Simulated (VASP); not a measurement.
Input of a VASP 6.6.1 run:

File INCAR:

```
SYSTEM = InSb
  PREC = Accurate
  ENCUT = 520
  EDIFF = 1E-8
  ISMEAR = -1
  SIGMA = 0.05
  LREAL = .FALSE.
  LASPH = .TRUE.
  NELM = 100
  ALGO = Normal
  ISIF = 2
  LWAVE = .FALSE.
  LCHARG = .FALSE.
  GGA = PE
  LEFG = .TRUE.
  NBANDS = 16
```

Contents of KPOINTS:

```
Automatic mesh
0
G
  9 9 9
  0 0 0
```

Contents of POSCAR:

```
InSb
1.0
    0.0000000000      3.1953230120      3.1953230120
    3.1953230120      0.0000000000      3.1953230120
    3.1953230120      3.1953230120      0.0000000000
In Sb
1 1
Direct
    0.0000000000      0.0000000000      0.0000000000
    0.7500000000      0.7500000000      0.7500000000
```

Potentials or basis: VASP PAW PBE potentials, release 64 (In_d, Sb).

Run with:

```console
$ cat potpaw_PBE.64/In_d/POTCAR potpaw_PBE.64/Sb/POTCAR > POTCAR
$ mpirun -np 1 vasp_std > vasp.out
```

(1) What does it give for the pressure?

Results:

(1) 5.4 GPa.

Caveat: without QUAD_EFG the Cq values of the log hold for a quadrupole moment of 1 mb, not for the nuclei.
